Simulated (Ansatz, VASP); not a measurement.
Two plane-wave programs on MgSi

```
Mg Si
1.0
     2.99036    0.00000    0.00000
     0.00000    2.99036    0.00000
     0.00000    0.00000    3.88155
Mg Si
1 1
Direct
  0.00000 0.00000 0.00000
  0.50000 0.50000 0.50000
```

Alike in both runs: task single point; functional LDA; k mesh 18 × 18 × 14; occupations gaussian, width 0.15 eV; no spin polarisation.

|  | VASP | Ansatz |
| --- | --- | --- |
| version | VASP 6.6.1 | Ansatz 0.2.0 |
| potentials or method | VASP PAW LDA potentials, release 64 (Mg, Si), cutoff 520 eV | scalar-relativistic, plane waves, PAW |
| valence electrons in the cell | 6 | 14 |

VASP gave:

- gap on the k mesh at the Fermi level (eV): none
- pressure (GPa): -2.8
- traceless stress, the component that is largest in VASP (GPa): 1.42

Question: Which values does Ansatz return?

Answer: gap on the k mesh at the Fermi level (eV): none; pressure (GPa): -2.4; traceless stress, the component that is largest in VASP (GPa): 1.41.

LDA's correlation is that of Perdew and Zunger in VASP and of Perdew and Wang (1992) in Ansatz. A gap of «none» marks a metal or a gap that the smearing closes. VASP's potentials hold 6 valence electrons a cell and Ansatz's 14, so a difference there can come from the potentials and not from the codes.
